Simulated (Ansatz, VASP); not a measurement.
## Two plane-wave programs on Te

POSCAR

```
Te
1.0
    0.0000000000      2.4339108928      2.4339108928
    2.4339108928      0.0000000000      2.4339108928
    2.4339108928      2.4339108928      0.0000000000
Te
1
Direct
    0.0000000000      0.0000000000      0.0000000000
```

Contents of INCAR.step1:

```
SYSTEM = Te
PREC = Accurate ; ENCUT = 600
ISMEAR = -1 ; SIGMA = 0.1
LREAL = .False. ; LASPH = .True.
NELM = 80 ; GGA = PE
ALGO = Normal ; EDIFF = 1E-4
LWAVE = .True. ; LCHARG = .False.
```

Contents of INCAR.step2:

```
SYSTEM = Te
PREC = Accurate ; ENCUT = 600
EDIFF = 1E-6 ; ISMEAR = -1
SIGMA = 0.1 ; LREAL = .False.
LASPH = .True. ; NELM = 80
ALGO = Normal ; ISIF = 3
LWAVE = .False. ; LCHARG = .False.
METAGGA = R2SCAN ; LMIXTAU = .True.
IBRION = 2 ; NSW = 80
EDIFFG = -0.01 ; ISTART = 1
```

KPOINTS

```
Automatic mesh
0
Gamma
  11 11 11
  0 0 0
```

Input for Ansatz:

```yaml
crystal:
  lattice:
    - [0.0, 2.4339108928, 2.4339108928]
    - [2.4339108928, 0.0, 2.4339108928]
    - [2.4339108928, 2.4339108928, 0.0]
  atoms:
    - { symbol: Te, position: [0.0, 0.0, 0.0] }
hamiltonian:
  xc: r2scan
  pseudopotentials:
    kind: paw
    azcp:
      Te: "pseudopotentials/Te.paw.azcp"
basis:
  ecutwfc: 500
  fft_grid_basis: typed
kpoints:
  mp_grid: { grid: [11, 11, 11], shift: [0, 0, 0] }
magnetization:
  spin_polarized: false
scf:
  occupations: { method: fermi_dirac, width: 0.1 }
relax:
  max_steps: 60
  f_tol: 0.01
  cell: {}
output:
  write_density: true
  write_potential: true
  elf: true
  volumetric_format: npy
```

Alike in both runs: task relaxation of cell and atoms; functional r2SCAN; k mesh 11 × 11 × 11; occupations fermi-dirac, width 0.1 eV; no spin polarisation.

|  | VASP | Ansatz |
| --- | --- | --- |
| version | VASP 6.6.1 | Ansatz 0.2.0 |
| potentials or method | VASP PAW PBE potentials, release 64 (Te), cutoff 600 eV | plane waves (500 eV) with PAW, scalar-relativistic |
| valence electrons in the cell | 6 | 16 |

VASP gave:

| Property | Result |
| --- | --- |
| relaxed volume (Å³/atom) | 28.37 |
| relaxed cell length with the largest relative difference (Å) | 3.423 |

Task: What did Ansatz give for the same quantities?

Result: Relaxed volume (Å³/atom): 28.41; relaxed cell length with the largest relative difference (Å): 3.425.

VASP's potentials were made for PBE, not for r2SCAN. VASP's potentials hold 6 valence electrons a cell and Ansatz's 16, so a difference there can come from the potentials and not from the codes.

Neither program's run includes spin-orbit coupling.
